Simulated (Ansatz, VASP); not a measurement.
**BiTe in VASP and in Ansatz**

```xyz
2
Lattice="4.0668 0.0000 0.0000 -2.0334 3.5938 0.0000 0.0000 0.0000 4.4405" Properties=species:S:1:pos:R:3 pbc="T T T"
Bi    0.0000    0.0000    0.0000
Te    2.0334    1.1979    2.2203
```

Change from the starting cell: strain e1 = -0.02, atoms carried along.

Alike in both runs: task single point; functional PBE; k mesh 10 × 10 × 8; occupations gaussian, width 0.05 eV; no spin polarisation.

```csv
,VASP,Ansatz
version,VASP 6.6.1,Ansatz 0.2.0
potentials or method,"VASP PAW PBE potentials, release 64 (Bi_d, Te), cutoff 500 eV","scalar-relativistic, plane waves, PAW"
valence electrons in the cell,21,31
```

|  | VASP | Ansatz | Ansatz less VASP |
| --- | --- | --- | --- |
| gap on the k mesh at the Fermi level (eV) | none | none | - |
| pressure (GPa) | 0.8 | 0.9 | +0.06 |
| traceless stress, the component that is largest in VASP (GPa) | -0.25 | -0.25 | +0.001 |
| rms of the force components (eV/Å) | 0.013 | 0.013 | 0.0000 |

Atom by atom the forces differ by 0.000 eV/Å (rms over components). A gap of «none» marks a metal or a gap that the smearing closes. VASP's potentials hold 21 valence electrons a cell and Ansatz's 31, so a difference there can come from the potentials and not from the codes.

Spin-orbit coupling is off throughout.
